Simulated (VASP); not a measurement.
# N (P4_2/mnm) in VASP: a series of runs

Runs on N. Level: PBE+D3(BJ). Tasks: single point, relaxation of cell and atoms.

Program: VASP 6.6.1. These are calculated values, not measurements. Logs are shortened: lines on timing, memory, paths and dates and some standing lists are left out, and cuts for length are marked.

## 1. The cell of the first run

The structure is tetragonal, space group P4_2/mnm (No. 136). Conventional cell: a = 4.095 Å, b = 4.095 Å, c = 5.322 Å, α = 90.00°, β = 90.00°, γ = 90.00°. Within 1.5 Å of N (site symmetry m2m) lie 1 N at 1.10 Å.

## 2. Single point, PBE+D3(BJ)

File INCAR:

```
SYSTEM = N
  PREC = Accurate
  ENCUT = 520
  EDIFF = 1E-6
  ISMEAR = 0
  SIGMA = 0.02
  LREAL = .False.
  LASPH = .True.
  NELM = 80
  ALGO = Normal
  ISIF = 2
  LWAVE = .False.
  LCHARG = .True.
  GGA = PE
  IVDW = 12
  LELF = .True.
  LVHAR = .True.
  NBANDS = 18
```

File KPOINTS:

```
regular mesh
0
Gamma
  6 6 4
  0 0 0
```

File POSCAR:

```
N
1.0
    4.0947785943      0.0000000000      0.0000000000
    0.0000000000      4.0947785943      0.0000000000
    0.0000000000      0.0000000000      5.3224813786
N
4
Direct
    0.9048749856      0.9048749856      0.0000000000
    0.5951250144      0.4048749856      0.5000000000
    0.0951250144      0.0951250144      0.0000000000
    0.4048749856      0.5951250144      0.5000000000
```

Potentials or basis: VASP PAW PBE potentials, release 64 (N).

Run with:

```console
$ cat potpaw_PBE.64/N/POTCAR > POTCAR
$ mpirun -np 1 vasp_std > vasp.out
```

OUTCAR:

```text
SYSTEM = N
   PREC = Accurate
   ENCUT = 520
   EDIFF = 1E-6
   ISMEAR = 0
   LREAL = .False.
   LASPH = .True.
   NELM = 80
   ISIF = 2
   GGA = PE
   IVDW = 12
 IVDW          = 12

 ion  position               nearest neighbor table
   1  0.905  0.905  0.000-   3 1.10
   2  0.595  0.405  0.500-   4 1.10
   3  0.095  0.095  0.000-   1 1.10
   4  0.405  0.595  0.500-   2 1.10

  LATTYP: Found a simple tetragonal cell.
 ALAT       =     4.0947785943
 C/A-ratio  =     1.2998215303

  Lattice vectors:

 A1 = (   4.0947785943,   0.0000000000,   0.0000000000)
 A2 = (   0.0000000000,   4.0947785943,   0.0000000000)
 A3 = (   0.0000000000,   0.0000000000,   5.3224813786)

Analysis of symmetry for initial positions (statically):
=====================================================================
 Subroutine PRICEL returns:
 Original cell was already a primitive cell.

 Routine SETGRP: Setting up the symmetry group for a
 simple tetragonal supercell.

 Subroutine GETGRP returns: Found 16 space group operations
 (whereof  8 operations were pure point group operations)
 out of a pool of 16 trial point group operations.

The static configuration has the point symmetry D_2h.
 The point group associated with its full space group is D_4h.

Analysis of symmetry for dynamics (positions and initial velocities):
=====================================================================
 Subroutine PRICEL returns:
 Original cell was already a primitive cell.

 Routine SETGRP: Setting up the symmetry group for a
 simple tetragonal supercell.

 Subroutine GETGRP returns: Found 16 space group operations
 (whereof  8 operations were pure point group operations)
 out of a pool of 16 trial point group operations.

The dynamic configuration has the point symmetry D_2h.
 The point group associated with its full space group is D_4h.

 Subroutine INISYM returns: Found 16 space group operations
 (whereof  8 operations are pure point group operations),
 and found     1 'primitive' translations

----------------------------------------------------------------------------------------

                                     Primitive cell

  volume of cell :      89.2432

  direct lattice vectors                    reciprocal lattice vectors
     4.094778594  0.000000000  0.000000000     0.244213448  0.000000000  0.000000000
     0.000000000  4.094778594  0.000000000     0.000000000  0.244213448  0.000000000
     0.000000000  0.000000000  5.322481379     0.000000000  0.000000000  0.187882292

  length of vectors
     4.094778594  4.094778594  5.322481379     0.244213448  0.244213448  0.187882292

  position of ions in fractional coordinates (direct lattice)
     0.904874986  0.904874986  0.000000000
     0.595125014  0.404874986  0.500000000
     0.095125014  0.095125014  0.000000000
     0.404874986  0.595125014  0.500000000

  ion indices of the primitive-cell ions
   primitive index   ion index
                 1           1
                 2           2
                 3           3
                 4           4

----------------------------------------------------------------------------------------

 KPOINTS: regular mesh

Automatic generation of k-mesh.
 Grid dimensions read from file:
 generate k-points for:    6    6    4

 Generating k-lattice:

  Cartesian coordinates                     Fractional coordinates (reciprocal lattice)
     0.040702241  0.000000000  0.000000000     0.166666667  0.000000000  0.000000000
     0.000000000  0.040702241  0.000000000     0.000000000  0.166666667  0.000000000
     0.000000000  0.000000000  0.046970573     0.000000000  0.000000000  0.250000000

  Length of vectors
     0.040702241  0.040702241  0.046970573

  Shift w.r.t. Gamma in fractional coordinates (k-lattice)
     0.000000000  0.000000000  0.000000000

 Subroutine IBZKPT returns following result:
 ===========================================

 Found     30 irreducible k-points:

 Following reciprocal coordinates:
            Coordinates               Weight
  0.000000  0.000000  0.000000      1.000000
  0.166667  0.000000  0.000000      4.000000
  0.333333  0.000000  0.000000      4.000000
  0.500000  0.000000  0.000000      2.000000
  0.166667  0.166667  0.000000      4.000000
  0.333333  0.166667  0.000000      8.000000
[... 16 lines left out ...]
  0.333333  0.000000  0.500000      4.000000
  0.500000  0.000000  0.500000      2.000000
 [... further k-points ...]
   k-points           NKPTS =     30   k-points in BZ     NKDIM =     30   number of bands    NBANDS=     18
   number of dos      NEDOS =    301   number of ions     NIONS =      4
   total plane-waves  NPLWV =  36000
   dimension x,y,z NGX =    30 NGY =   30 NGZ =   40
   dimension x,y,z NGXF=    60 NGYF=   60 NGZF=   80
   ions per type =               4
   NGX,Y,Z   is equivalent  to a cutoff of  12.18, 12.18, 12.49 a.u.
   NGXF,Y,Z  is equivalent  to a cutoff of  24.36, 24.36, 24.99 a.u.
 SYSTEM =  N
   PREC   = accura    normal or accurate (medium, high low for compatibility)
   ISTART =      0    job   : 0-new  1-cont  2-samecut
   ICHARG =      2    charge: 1-file 2-atom 10-const
   ISPIN  =      1    spin polarized calculation?
   LNONCOLLINEAR =      F non collinear calculations
   LSORBIT =      F    spin-orbit coupling
   LASPH  =      T    aspherical Exc in radial PAW
   ENCUT  =  520.0 eV  38.22 Ry    6.18 a.u.   7.61  7.61  9.90*2*pi/ulx,y,z
   NELM   =     80;   NELMIN=  2; NELMDL= -5     # of ELM steps
   EDIFF  = 0.1E-05   stopping-criterion for ELM
   LREAL  =      F    real-space projection
   EDIFFG = 0.1E-04   stopping-criterion for IOM
   NSW    =      0    number of steps for IOM
   IBRION =     -1    ionic relax: 0-MD 1-quasi-New 2-CG
   NFREE  =      0    steps in history (QN), initial steepest desc. (CG)
   ISIF   =      2    stress and relaxation
   ISYM   =      2    0-nonsym 1-usesym 2-fastsym
   POTIM  = 0.5000    time-step for ionic-motion
   TEBEG  =    0.0;   TEEND  =   0.0 temperature during run
   PSTRESS=    0.0 pullay stress
   NELECT =      20.0000    total number of electrons
   NUPDOWN=      -1.0000    fix difference up-down
   EMIN   =  10.00;   EMAX   =-10.00  energy-range for DOS
   EFERMI =   0.00;   METHOD = LEGACY
   ISMEAR =     0;   SIGMA  =   0.02  broadening in eV -4-tet -1-fermi 0-gaus
   EFERMI_NEDOS =   21; number of points for ismear=-14 and -15
   IALGO  =     38    algorithm
   IMIX   =      4    mixing-type and parameters
     AMIX     =   0.40;   BMIX     =  1.00
     AMIX_MAG =   1.60;   BMIX_MAG =  1.00
  volume/ion in A,a.u.               =      22.31       150.56
  Fermi-wavevector in a.u.,A,eV,Ry     =   0.994397  1.879138 13.453788  0.988826
  Thomas-Fermi vector in A             =   2.126345
   LORBIT       =      0    0 simple, 1 ext, 2 COOP (PROOUT), +10 PAW based schemes
   GGA     = PE    functional components
   LHFCALC =     F    Hartree Fock is set to
   AEXX    =    0.0000 exact exchange contribution
   IVDW    =    12    specifies the selected vdW correction
   LEPSILON=     F    determine dielectric tensor
   LRPA    =     F    only Hartree local field effects (RPA)
 non-spin polarized calculation
 Gauss-broadening in eV      SIGMA  =   0.02
  energy-cutoff  :      520.00
  volume of cell :       89.24
 maximum number of plane-waves:      2432
   NGX = 15   NGY = 15   NGZ = 19

 number of electron      19.9999999 magnetization

 Free energy of the ion-electron system (eV)
  ---------------------------------------------------
  ext. energy  EPLUGINS =         0.00000000
  ---------------------------------------------------
  free energy    TOTEN  =       -33.30335211 eV

  energy without entropy =      -33.30335211  energy(sigma->0) =      -33.30335211

 E-fermi :  -6.2674     XC(G=0):  -6.4771

 val. band max:       -6.4275871153   @ k =   0.5000   0.5000   0.5000
 cond. band min:       0.5076330159   @ k =   0.0000   0.0000   0.0000
 fundamental gap:      6.9352201312
 Fermi energy:        -6.2673557582

 k-point     1 :       0.0000    0.0000    0.0000
  band No.  band energies     occupation
      1     -24.8740      2.00000
      2     -24.8116      2.00000
      3      -9.7876      2.00000
      4      -9.7876      2.00000
      5      -8.4618      2.00000
      6      -7.9026      2.00000
[... 10 lines left out ...]
     17       7.6749      0.00000
     18      11.4080      0.00000

 k-point     2 :       0.1667    0.0000    0.0000
  band No.  band energies     occupation
      1     -24.8670      2.00000
      2     -24.8129      2.00000
      3      -9.8491      2.00000
      4      -9.8454      2.00000
      5      -8.4108      2.00000
      6      -8.0319      2.00000
[... 10 lines left out ...]
     17       7.8425      0.00000
     18      10.2598      0.00000

 k-point     3 :       0.3333    0.0000    0.0000
  band No.  band energies     occupation
      1     -24.8498      2.00000
      2     -24.8184      2.00000
      3      -9.9682      2.00000
      4      -9.9632      2.00000
      5      -8.2754      2.00000
      6      -8.1250      2.00000
[... 10 lines left out ...]
     17       8.3443      0.00000
     18       9.4719      0.00000

 k-point     4 :       0.5000    0.0000    0.0000
  band No.  band energies     occupation
      1     -24.8312      2.00000
      2     -24.8312      2.00000
      3     -10.0243      2.00000
      4     -10.0243      2.00000
      5      -8.1055      2.00000
      6      -8.1055      2.00000
[... 375 lines left out ...]
      4      -9.8476      2.00000
      5      -8.2774      2.00000
      6      -8.2774      2.00000
[... 10 lines left out ...]
     17       9.6555      0.00000
     18       9.6555      0.00000

 k-point    23 :       0.3333    0.0000    0.5000
  band No.  band energies     occupation
      1     -24.8339      2.00000
      2     -24.8339      2.00000
      3      -9.9817      2.00000
      4      -9.9817      2.00000
      5      -8.2506      2.00000
      6      -8.2506      2.00000
[... 10 lines left out ...]
     17       8.6929      0.00000
     18       8.6929      0.00000

 k-point    24 :       0.5000    0.0000    0.5000
  band No.  band energies     occupation
      1     -24.8310      2.00000
      2     -24.8310      2.00000
      3     -10.0458      2.00000
      4     -10.0458      2.00000
      5      -8.2392      2.00000
      6      -8.2392      2.00000
[... 10 lines left out ...]
     17       8.1770      0.00000
     18       8.1770      0.00000

 [... further k-points ...]

------------------------ aborting loop because EDIFF is reached ----------------------------------------

 Edisp (eV)   -0.22098

 E8    (eV) :    -0.0526

  FORCE on cell =-STRESS in cart. coord.  units (eV):
  Direction    XX          YY          ZZ          XY          YZ          ZX
  --------------------------------------------------------------------------------------
  -------------------------------------------------------------------------------------
  Total       1.77136     1.77136    -0.10894     0.00000     0.00000     0.00000
  in kB      31.80103    31.80103    -1.95582     0.00000     0.00000     0.00000
  external pressure =       20.55 kB  Pullay stress =        0.00 kB

 VOLUME and BASIS-vectors are now :
 -----------------------------------------------------------------------------
  energy-cutoff  :      520.00
  volume of cell :       89.24
      direct lattice vectors                 reciprocal lattice vectors
     4.094778594  0.000000000  0.000000000     0.244213448  0.000000000  0.000000000
     0.000000000  4.094778594  0.000000000     0.000000000  0.244213448  0.000000000
     0.000000000  0.000000000  5.322481379     0.000000000  0.000000000  0.187882292

 POSITION                                       TOTAL-FORCE (eV/Angst)
 -----------------------------------------------------------------------------------
      3.70526      3.70526      0.00000        -1.227014     -1.227014     -0.000000
      2.43691      1.65787      2.66124         1.227014     -1.227014      0.000000
      0.38952      0.38952      0.00000         1.227014      1.227014      0.000000
      1.65787      2.43691      2.66124        -1.227014      1.227014      0.000000
 -----------------------------------------------------------------------------------
    total drift:                               -0.000000      0.000000     -0.000000

  FREE ENERGIE OF THE ION-ELECTRON SYSTEM (eV)
  ---------------------------------------------------
  free  energy   TOTEN  =       -33.5243359510 eV

  energy  without entropy=      -33.5243359510  energy(sigma->0) =      -33.52433595
```

Wall time 30 s (1 thread of Intel Xeon Platinum 8259CL at 2.50GHz (Skylake/Cascade Lake), shared host); peak memory 0.19 GiB.

What came out:

```
Free energy                : -33.5243 eV
Pressure                   : 2.1 GPa
Largest force              : 1.735 eV/Å
Band gap on the k mesh     : 6.94 eV, indirect (least direct gap 7.12 eV)
Dispersion energy per atom : -0.055 eV
```

Forces in eV/Å, atoms in the order of the input:
```
N   -1.227 -1.227  0.000
N    1.227 -1.227  0.000
N    1.227  1.227  0.000
N   -1.227  1.227  0.000
```

Levels at points of the mesh, in eV from the valence-band top:
| k point | band 8 | band 9 | band 10 | band 11 | band 12 | band 13 |
| --- | --- | --- | --- | --- | --- | --- |
| (0.00, 0.00, 0.00) | -1.38 | -0.99 | -0.18 | 6.94 | 7.83 | 8.18 |
| (0.50, 0.00, 0.00) | -1.67 | -0.23 | -0.23 | 7.97 | 7.97 | 7.98 |
| (0.50, 0.50, 0.00) | -1.63 | -0.03 | -0.03 | 7.74 | 7.74 | 8.72 |
| (0.00, 0.00, 0.50) | -1.49 | -0.43 | -0.43 | 7.36 | 7.36 | 8.17 |
| (0.50, 0.00, 0.50) | -1.47 | -0.28 | -0.28 | 7.60 | 7.60 | 8.28 |
| (0.50, 0.50, 0.50) | -1.66 | 0.00 | 0.00 | 7.77 | 7.77 | 8.72 |

Caveat: the standard files for N, O and F lose accuracy on very short bonds; forces of over 1 eV/Å act on the atoms, so gaps and moduli don't describe the material at rest. A k mesh can miss the band edges.

## 3. Relaxation of cell and atoms, PBE+D3(BJ)

File INCAR:

```
ALGO     = Normal         # electronic algorithm
EDIFF    = 1E-6           # SCF threshold, eV
EDIFFG   = -0.02          # ionic threshold
ENCUT    = 600            # plane-wave cutoff, eV
GGA      = PE             # functional
IBRION   = 2              # ionic algorithm
ISIF     = 3              # what is computed and relaxed
ISMEAR   = 0              # smearing method
IVDW     = 12             # dispersion correction
LASPH    = True           # aspherical terms in the spheres
LCHARG   = False          # write CHGCAR
LREAL    = False          # projectors in reciprocal space
LWAVE    = False          # write WAVECAR
NELM     = 80             # most SCF steps
NSW      = 90             # ionic steps
PREC     = Accurate       # precision mode
SIGMA    = 0.02           # smearing width, eV
```

File KPOINTS:

```
k-points
0
Gamma
  6 6 4
```

File POSCAR:

```
N
1.0
    4.0840619700      0.0000000000      0.0000000000
    0.0000000000      4.0840619700      0.0000000000
    0.0000000000      0.0000000000      5.3459132500
N
4
Direct
    0.9042752000      0.9042752000      0.0000000000
    0.5957248000      0.4042752000      0.5000000000
    0.0957248000      0.0957248000      0.0000000000
    0.4042752000      0.5957248000      0.5000000000
```

Potentials or basis: VASP PAW PBE potentials, release 64 (N).

Run with:

```console
$ cat potpaw_PBE.64/N/POTCAR > POTCAR
$ mpirun -np 1 vasp_std > vasp.out
```

Run time: 2.9 min. Hardware: 1 thread of Intel Xeon Platinum 8259CL at 2.50GHz (Skylake/Cascade Lake), shared host; peak memory 0.25 GiB.

It converged, with:

```
Free energy                            : -33.5611 eV
Relaxed volume                         : 20.95 Å³/atom
Relaxed cell                           : a = 3.996 Å, b = 3.996 Å, c = 5.247 Å, α = 90.00°, β = 90.00°, γ = 90.00°
Space group after relaxing (to 0.05 Å) : P4_2/mnm (No. 136)
Energy gained by relaxing              : 2.6 meV/atom
Ionic steps                            : 12
Pressure after relaxing                : 0.0 GPa
Band gap on the k mesh                 : 6.68 eV, indirect (least direct gap 6.92 eV)
Dispersion energy per atom             : -0.060 eV
```

Step by step:
| step | energy change (eV) | largest force (eV/Å) | pressure (GPa) | volume (Å³) |
| --- | --- | --- | --- | --- |
| 1 | 0.0000 | 1.0035 | 1.12 | 89.17 |
| 2 | 1.2635 | 10.5732 | -15.20 | 91.18 |
| 3 | -0.0061 | 0.1650 | -0.42 | 89.29 |
| 4 | -0.0063 | 0.0159 | -0.22 | 89.27 |
| 5 | -0.0063 | 0.0117 | -0.18 | 89.26 |
| 6 | -0.0063 | 0.0279 | -0.16 | 89.26 |
| 7 | -0.0066 | 0.0274 | -0.16 | 89.01 |
| 8 | -0.0075 | 0.0249 | -0.14 | 88.25 |
| 9 | -0.0090 | 0.0260 | -0.09 | 86.75 |
| 10 | -0.0103 | 0.0526 | 0.06 | 83.79 |
| 11 | 0.0022 | 1.3417 | -1.90 | 83.50 |
| 12 | -0.0103 | 0.0016 | -0.01 | 83.78 |

Final structure:
```cif
data_structure
_symmetry_space_group_name_H-M 'P 1'
_symmetry_Int_Tables_number 1
_cell_length_a 3.9958
_cell_length_b 3.9958
_cell_length_c 5.2474
_cell_angle_alpha 90.000
_cell_angle_beta 90.000
_cell_angle_gamma 90.000
_cell_volume 83.78
loop_
_atom_site_label
_atom_site_type_symbol
_atom_site_fract_x
_atom_site_fract_y
_atom_site_fract_z
_atom_site_occupancy
N1 N 0.90161 0.90161 0.00000 1
N2 N 0.59839 0.40161 0.50000 1
N3 N 0.09839 0.09839 0.00000 1
N4 N 0.40161 0.59839 0.50000 1
```

Levels at points of the mesh, in eV from the valence-band top:
```tsv
k point	band 7	band 8	band 9	band 10	band 11	band 12	band 13	band 14
(0.00, 0.00, 0.00)	-1.39	-1.29	-1.13	-0.25	6.68	7.62	8.03	8.03
(0.50, 0.00, 0.00)	-1.64	-1.64	-0.26	-0.26	7.81	7.81	7.81	7.81
(0.50, 0.50, 0.00)	-1.58	-1.58	-0.05	-0.05	7.55	7.55	8.64	8.64
(0.00, 0.00, 0.50)	-1.41	-1.41	-0.47	-0.47	7.12	7.12	8.02	8.02
(0.50, 0.00, 0.50)	-1.40	-1.40	-0.33	-0.33	7.42	7.42	8.13	8.13
(0.50, 0.50, 0.50)	-1.63	-1.63	0.00	0.00	7.60	7.60	8.64	8.64
```

Caveat: the standard files for N, O and F lose accuracy on very short bonds. A k mesh can miss the band edges.
